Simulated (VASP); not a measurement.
A run of VASP 6.6.1:

INCAR

```
PREC = Accurate
ENCUT = 400
EDIFF = 1E-8
ISMEAR = -1
SIGMA = 0.03
LREAL = False
LASPH = True
NELM = 120
ALGO = Normal
ISIF = 2
LWAVE = False
LCHARG = False
LEFG = True
NBANDS = 12
GGA_COMPAT = False
```

Contents of KPOINTS:

```
regular mesh
0
Gamma
  15 15 15
```

Contents of POSCAR:

```
Au
1.0
    0.0000000000      2.0701757388      2.1169289297
    2.0701757388      0.0000000000      2.1169289297
    2.0701757388      2.0701757388      0.0000000000
Au
1
Direct
    0.0000000000      0.0000000000      0.0000000000
```

Potentials or basis: VASP PAW LDA potentials, release 64 (Au).

Run with:

```sh
$ cat potpaw_LDA.64/Au/POTCAR > POTCAR
$ mpirun -np 1 vasp_std > vasp.out
```

Hardware: 1 thread of Intel(R) Xeon(R) 6975P-C (Granite Rapids) (shared host).

Task: Estimate the wall time of this run.

Result: Run time: 14 s on 1 thread of Intel(R) Xeon(R) 6975P-C (Granite Rapids), on a shared host, peak memory 0.15 GiB. Counts: scf iterations 11, k points 288.
